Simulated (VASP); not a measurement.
# B (P6/mmm) in VASP: notebook

Runs on B. Level: PBEsol. Tasks: single point.

All numbers are computed with VASP 6.6.1; they aren't measurements. Logs are shortened: lines on timing, memory, paths and dates and some standing lists are left out, and cuts for length are marked.

## Step 1: The cell of the first run

It takes space group P6/mmm (No. 191, hexagonal). The conventional cell has a = 1.708 Å, b = 1.708 Å, c = 3.518 Å, α = 90.00°, β = 90.00°, γ = 120.00°. B (site symmetry 6/mmm) has 6 B at 1.71 Å within 2.3 Å.

This isn't the form of B at room conditions, which is rhombohedral.

## Step 2: Single point, PBEsol

Contents of INCAR:

```
ALGO = Normal ; EDIFF = 1E-7
ENCUT = 520 ; GGA = PS
ISIF = 2 ; ISMEAR = 0
LASPH = True ; LCHARG = False
LREAL = False ; LWAVE = False
NBANDS = 8 ; NELM = 60
PREC = Accurate ; SIGMA = 0.1
```

Contents of KPOINTS:

```
k-points
0
Gamma
  36 36 16
```

Contents of POSCAR:

```
B
1.0
    1.7079765421      0.0000000000      0.0000000000
   -0.8539882710      1.4791510745      0.0000000000
    0.0000000000      0.0000000000      3.5178212447
B
1
Direct
    0.0000000000      0.0000000000      0.0000000000
```

Potentials or basis: VASP PAW PBE potentials, release 64 (B).

Run with:

```console
cat potpaw_PBE.64/B/POTCAR > POTCAR
mpirun -np 1 vasp_std > vasp.out
```

OUTCAR:

```text
EDIFF = 1E-7
   ENCUT = 520
   GGA = PS
   ISIF = 2
   ISMEAR = 0
   LASPH = True
   LREAL = False
   NELM = 60
   PREC = Accurate

 ion  position               nearest neighbor table
   1  0.000  0.000  0.000-

  LATTYP: Found a hexagonal cell.
 ALAT       =     1.7079765421
 C/A-ratio  =     2.0596425993

  Lattice vectors:

 A1 = (   1.7079765421,   0.0000000000,   0.0000000000)
 A2 = (  -0.8539882710,   1.4791510745,   0.0000000000)
 A3 = (   0.0000000000,   0.0000000000,   3.5178212447)

Analysis of symmetry for initial positions (statically):
=====================================================================
 Subroutine PRICEL returns:
 Original cell was already a primitive cell.

 Routine SETGRP: Setting up the symmetry group for a
 hexagonal supercell.

 Subroutine GETGRP returns: Found 24 space group operations
 (whereof 24 operations were pure point group operations)
 out of a pool of 24 trial point group operations.

The static configuration has the point symmetry D_6h.

Analysis of symmetry for dynamics (positions and initial velocities):
=====================================================================
 Subroutine PRICEL returns:
 Original cell was already a primitive cell.

 Routine SETGRP: Setting up the symmetry group for a
 hexagonal supercell.

 Subroutine GETGRP returns: Found 24 space group operations
 (whereof 24 operations were pure point group operations)
 out of a pool of 24 trial point group operations.

The dynamic configuration has the point symmetry D_6h.

 Subroutine INISYM returns: Found 24 space group operations
 (whereof 24 operations are pure point group operations),
 and found     1 'primitive' translations

----------------------------------------------------------------------------------------

                                     Primitive cell

  volume of cell :       8.8873

  direct lattice vectors                    reciprocal lattice vectors
     1.707976542  0.000000000  0.000000000     0.585488135  0.338031732  0.000000000
    -0.853988271  1.479151075  0.000000000     0.000000000  0.676063465  0.000000000
     0.000000000  0.000000000  3.517821245     0.000000000  0.000000000  0.284266860

  length of vectors
     1.707976542  1.707976542  3.517821245     0.676063465  0.676063465  0.284266860

  position of ions in fractional coordinates (direct lattice)
     0.000000000  0.000000000  0.000000000

  ion indices of the primitive-cell ions
   primitive index   ion index
                 1           1

----------------------------------------------------------------------------------------

 KPOINTS: k-points

Automatic generation of k-mesh.
 Grid dimensions read from file:
 generate k-points for:   36   36   16

 Generating k-lattice:

  Cartesian coordinates                     Fractional coordinates (reciprocal lattice)
     0.016263559  0.009389770  0.000000000     0.027777778 -0.000000000  0.000000000
     0.000000000  0.018779541  0.000000000     0.000000000  0.027777778  0.000000000
     0.000000000  0.000000000  0.017766679     0.000000000  0.000000000  0.062500000

  Length of vectors
     0.018779541  0.018779541  0.017766679

  Shift w.r.t. Gamma in fractional coordinates (k-lattice)
     0.000000000  0.000000000  0.000000000

 Subroutine IBZKPT returns following result:
 ===========================================

 Found   1143 irreducible k-points:

 Following reciprocal coordinates:
            Coordinates               Weight
  0.000000  0.000000  0.000000      1.000000
  0.027778 -0.000000  0.000000      6.000000
  0.055556 -0.000000  0.000000      6.000000
  0.083333 -0.000000  0.000000      6.000000
  0.111111 -0.000000  0.000000      6.000000
  0.138889 -0.000000  0.000000      6.000000
[... 16 lines left out ...]
  0.111111  0.027778  0.000000     12.000000
  0.138889  0.027778  0.000000     12.000000
 [... further k-points ...]
   k-points           NKPTS =   1143   k-points in BZ     NKDIM =   1143   number of bands    NBANDS=      8
   number of dos      NEDOS =    301   number of ions     NIONS =      1
   total plane-waves  NPLWV =   5488
   dimension x,y,z NGX =    14 NGY =   14 NGZ =   28
   dimension x,y,z NGXF=    28 NGYF=   28 NGZF=   56
   ions per type =               1
   NGX,Y,Z   is equivalent  to a cutoff of  13.63, 13.63, 13.23 a.u.
   NGXF,Y,Z  is equivalent  to a cutoff of  27.25, 27.25, 26.46 a.u.
 SYSTEM =  unknown system
   PREC   = accura    normal or accurate (medium, high low for compatibility)
   ISTART =      0    job   : 0-new  1-cont  2-samecut
   ICHARG =      2    charge: 1-file 2-atom 10-const
   ISPIN  =      1    spin polarized calculation?
   LNONCOLLINEAR =      F non collinear calculations
   LSORBIT =      F    spin-orbit coupling
   LASPH  =      T    aspherical Exc in radial PAW
   ENCUT  =  520.0 eV  38.22 Ry    6.18 a.u.   3.18  3.18  6.54*2*pi/ulx,y,z
   NELM   =     60;   NELMIN=  2; NELMDL= -5     # of ELM steps
   EDIFF  = 0.1E-06   stopping-criterion for ELM
   LREAL  =      F    real-space projection
   EDIFFG = 0.1E-05   stopping-criterion for IOM
   NSW    =      0    number of steps for IOM
   IBRION =     -1    ionic relax: 0-MD 1-quasi-New 2-CG
   NFREE  =      0    steps in history (QN), initial steepest desc. (CG)
   ISIF   =      2    stress and relaxation
   ISYM   =      2    0-nonsym 1-usesym 2-fastsym
   POTIM  = 0.5000    time-step for ionic-motion
   TEBEG  =    0.0;   TEEND  =   0.0 temperature during run
   PSTRESS=    0.0 pullay stress
   NELECT =       3.0000    total number of electrons
   NUPDOWN=      -1.0000    fix difference up-down
   EMIN   =  10.00;   EMAX   =-10.00  energy-range for DOS
   EFERMI =   0.00;   METHOD = LEGACY
   ISMEAR =     0;   SIGMA  =   0.10  broadening in eV -4-tet -1-fermi 0-gaus
   EFERMI_NEDOS =   21; number of points for ismear=-14 and -15
   IALGO  =     38    algorithm
   IMIX   =      4    mixing-type and parameters
     AMIX     =   0.40;   BMIX     =  1.00
     AMIX_MAG =   1.60;   BMIX_MAG =  1.00
  volume/ion in A,a.u.               =       8.89        59.97
  Fermi-wavevector in a.u.,A,eV,Ry     =   1.139880  2.154061 17.678413  1.299327
  Thomas-Fermi vector in A             =   2.276583
   LORBIT       =      0    0 simple, 1 ext, 2 COOP (PROOUT), +10 PAW based schemes
   GGA     = PS    functional components
   LHFCALC =     F    Hartree Fock is set to
   AEXX    =    0.0000 exact exchange contribution
   IVDW    =     0    specifies the selected vdW correction
   LEPSILON=     F    determine dielectric tensor
   LRPA    =     F    only Hartree local field effects (RPA)
 non-spin polarized calculation
 Gauss-broadening in eV      SIGMA  =   0.10
  energy-cutoff  :      520.00
  volume of cell :        8.89
 maximum number of plane-waves:       253
 NGX is ok and might be reduce to    14
   NGX =  7   NGY =  7   NGZ = 13

 number of electron       3.0000000 magnetization

 Free energy of the ion-electron system (eV)
  ---------------------------------------------------
  ext. energy  EPLUGINS =         0.00000000
  ---------------------------------------------------
  free energy    TOTEN  =        -6.30807739 eV

  energy without entropy =       -6.30685174  energy(sigma->0) =       -6.30746457

 E-fermi :   5.4684     XC(G=0): -10.4410

 val. band max:        5.4631282870   @ k =   0.2222   0.1667   0.1875
 cond. band min:       5.4892333699   @ k =   0.3611   0.2222   0.1875
 fundamental gap:      0.0261050829
 Fermi energy:         5.4683673110

 k-point     1 :       0.0000    0.0000    0.0000
  band No.  band energies     occupation
      1     -11.7008      2.00000
      2      -1.0112      2.00000
      3       7.8899      0.00000
      4      30.1893      0.00000
      5      30.1893      0.00000
      6      33.5432      0.00000
      7      39.7231      0.00000
      8      51.3919      0.00000

 k-point     2 :       0.0278   -0.0000    0.0000
  band No.  band energies     occupation
      1     -11.6650      2.00000
      2      -0.9608      2.00000
      3       7.9328      0.00000
      4      30.0041      0.00000
      5      30.0722      0.00000
      6      33.5775      0.00000
      7      39.8323      0.00000
      8      50.2472      0.00000

 k-point     3 :       0.0556   -0.0000    0.0000
  band No.  band energies     occupation
      1     -11.5579      2.00000
      2      -0.8096      2.00000
      3       8.0613      0.00000
      4      29.4628      0.00000
      5      29.7360      0.00000
      6      33.6786      0.00000
      7      40.1319      0.00000
      8      48.3921      0.00000

 k-point     4 :       0.0833   -0.0000    0.0000
  band No.  band energies     occupation
      1     -11.3796      2.00000
      2      -0.5579      2.00000
      3       8.2747      0.00000
      4      28.6002      0.00000
      5      29.2196      0.00000
      6      33.8404      0.00000
      7      40.5422      0.00000
      8      46.7352      0.00000

 k-point     5 :       0.1111   -0.0000    0.0000
  band No.  band energies     occupation
      1     -11.1306      2.00000
      2      -0.2060      2.00000
      3       8.5718      0.00000
      4      27.4600      0.00000
      5      28.5727      0.00000
      6      34.0504      0.00000
      7      40.9213      0.00000
      8      45.5294      0.00000
[... 177 lines left out ...]
 k-point    22 :       0.0833    0.0278    0.0000
  band No.  band energies     occupation
      1     -11.2372      2.00000
      2      -0.3567      2.00000
      3       8.4449      0.00000
      4      28.0280      0.00000
      5      28.7350      0.00000
      6      33.9632      0.00000
      7      40.8402      0.00000
      8      45.8992      0.00000

 k-point    23 :       0.1111    0.0278    0.0000
  band No.  band energies     occupation
      1     -10.9531      2.00000
      2       0.0448      2.00000
      3       8.7828      0.00000
      4      26.7866      0.00000
      5      28.0233      0.00000
      6      34.1874      0.00000
      7      41.1670      0.00000
      8      45.0250      0.00000

 k-point    24 :       0.1389    0.0278    0.0000
  band No.  band energies     occupation
      1     -10.5992      2.00000
      2       0.5456      2.00000
      3       9.1997      0.00000
      4      25.3322      0.00000
      5      27.2652      0.00000
      6      34.4178      0.00000
      7      41.1744      0.00000
      8      44.8474      0.00000

 [... further k-points ...]

------------------------ aborting loop because EDIFF is reached ----------------------------------------

  FORCE on cell =-STRESS in cart. coord.  units (eV):
  Direction    XX          YY          ZZ          XY          YZ          ZX
  --------------------------------------------------------------------------------------
  -------------------------------------------------------------------------------------
  Total        0.0175350      0.0175350     -0.0054952      0.0000000     -0.0000000     -0.0000000
  in kB        3.1611747      3.1611747     -0.9906546      0.0000000     -0.0000000     -0.0000000
  external PRESSURE =       1.7772316 kB  Pullay stress =       0.0000000 kB

 VOLUME and BASIS-vectors are now :
 -----------------------------------------------------------------------------
  energy-cutoff  :      520.00
  volume of cell :        8.89
      direct lattice vectors                 reciprocal lattice vectors
     1.707976542  0.000000000  0.000000000     0.585488135  0.338031732  0.000000000
    -0.853988271  1.479151075  0.000000000     0.000000000  0.676063465  0.000000000
     0.000000000  0.000000000  3.517821245     0.000000000  0.000000000  0.284266860

 POSITION                                       TOTAL-FORCE (eV/Angst)
 -----------------------------------------------------------------------------------
      0.00000      0.00000      0.00000         0.000000      0.000000      0.000000
 -----------------------------------------------------------------------------------
    total drift:                               -0.000000      0.000000     -0.000000

  FREE ENERGIE OF THE ION-ELECTRON SYSTEM (eV)
  ---------------------------------------------------
  free  energy   TOTEN  =        -6.3080773943 eV

  energy  without entropy=       -6.3068517425  energy(sigma->0) =       -6.30746457
```

It took 26 s on 1 thread of Intel Xeon 6975P-C (Granite Rapids), shared host; peak memory 0.17 GiB.

What came out:

* Free energy: -6.3081 eV
* Pressure: 0.2 GPa
* Band gap on the k mesh: zero (an odd number of electrons rules out a gap without spin polarisation)

Caveat: the PAW data sets were made with another functional, which shifts forces and pressure a little.

## Step 3: Single point, PBEsol

This run uses another cell than the first one, of 8.99 Å³/atom.

Contents of INCAR:

```
SYSTEM = B
PREC = Accurate
ENCUT = 520
EDIFF = 1E-6
ISMEAR = 0
SIGMA = 0.1
LREAL = .FALSE.
LASPH = .TRUE.
NELM = 100
ALGO = Normal
ISIF = 2
LWAVE = .FALSE.
LCHARG = .TRUE.
GGA = PS
LELF = .TRUE.
LVHAR = .TRUE.
NBANDS = 8
```

Contents of KPOINTS:

```
regular mesh
0
G
  33 33 24
  0 0 0
```

Contents of POSCAR:

```
B
1.0
    1.7074026040      0.0000000000      0.0000000000
   -0.8537013020      1.4786540296      0.0000000000
    0.0000000000      0.0000000000      3.5602086355
B
1
Direct
    0.0000000000      0.0000000000      0.0000000000
```

Potentials or basis: VASP PAW PBE potentials, release 64 (B).

Run with:

```console
cat potpaw_PBE.64/B/POTCAR > POTCAR
mpirun -np 1 vasp_std > vasp.out
```

It took 32 s on 1 thread of Intel Xeon 6975P-C (Granite Rapids), shared host; peak memory 0.18 GiB.

Results (log left out):

```
Free energy            : -6.3059 eV
Pressure               : 0.2 GPa
Band gap on the k mesh : zero (an odd number of electrons rules out a gap without spin polarisation)
```

Stress tensor (GPa, compression positive):
```
 0.34  0.00  0.00
 0.00  0.34  0.00
 0.00  0.00 -0.07
```

Levels at points of the mesh, in eV from the Fermi level:
| k point | band 1 | band 2 | band 3 | band 4 | band 5 | band 6 | band 7 |
| --- | --- | --- | --- | --- | --- | --- | --- |
| (0.00, 0.00, 0.00) | -17.24 | -6.64 | 2.27 | 24.66 | 24.66 | 27.24 | 33.31 |
| (0.00, 0.00, 0.50) | -16.86 | -8.82 | 9.36 | 14.43 | 24.67 | 24.67 | 46.02 |

Caveat: the PAW data sets were made with another functional, which shifts forces and pressure a little.
